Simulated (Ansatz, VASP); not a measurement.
## Hf2Ge3Ru: VASP beside Ansatz

```xyz
6
Lattice="3.2625 0.0000 0.0000 0.0000 3.2625 0.0000 0.0000 0.0000 9.7538" Properties=species:S:1:pos:R:3 pbc="T T T"
Hf    0.0000    0.0000    3.2604
Hf    0.0000    0.0000    6.4935
Ge    1.6312    1.6312    1.7922
Ge    1.6312    1.6312    4.8769
Ge    1.6312    1.6312    7.9616
Ru    0.0000    0.0000    0.0000
```

Change from the starting cell: species swapped into the Al3Ni2Pt type (P4/mmm, No. 123).

Alike in both runs: task relaxation of cell and atoms; functional PBE; k mesh 6 × 6 × 2; occupations gaussian, width 0.1 eV; no spin polarisation.

|  | VASP | Ansatz |
| --- | --- | --- |
| version | VASP 6.6.1 | Ansatz 0.2.0 |
| potentials or method | VASP PAW PBE potentials, release 64 (Hf_pv, Ge_d, Ru_pv), cutoff 600 eV | scalar-relativistic, plane waves, PAW |
| valence electrons in the cell | 76 | 110 |

VASP gave:

- gap on the k mesh at the Fermi level, each at its own relaxed structure (eV): none
- relaxed volume (Å³/atom): 16.93
- relaxed length of the cell vector where the two differ most in proportion (Å): 3.072

**Question.** Estimate Ansatz's values.

**Answer.** gap on the k mesh at the Fermi level, each at its own relaxed structure (eV): none; relaxed volume (Å³/atom): 16.96; relaxed length of the cell vector where the two differ most in proportion (Å): 3.076.

A gap of «none» marks a metal or a gap that the smearing closes. VASP's potentials hold 76 valence electrons a cell and Ansatz's 110, so a difference there can come from the potentials and not from the codes.

Spin-orbit coupling is off throughout.
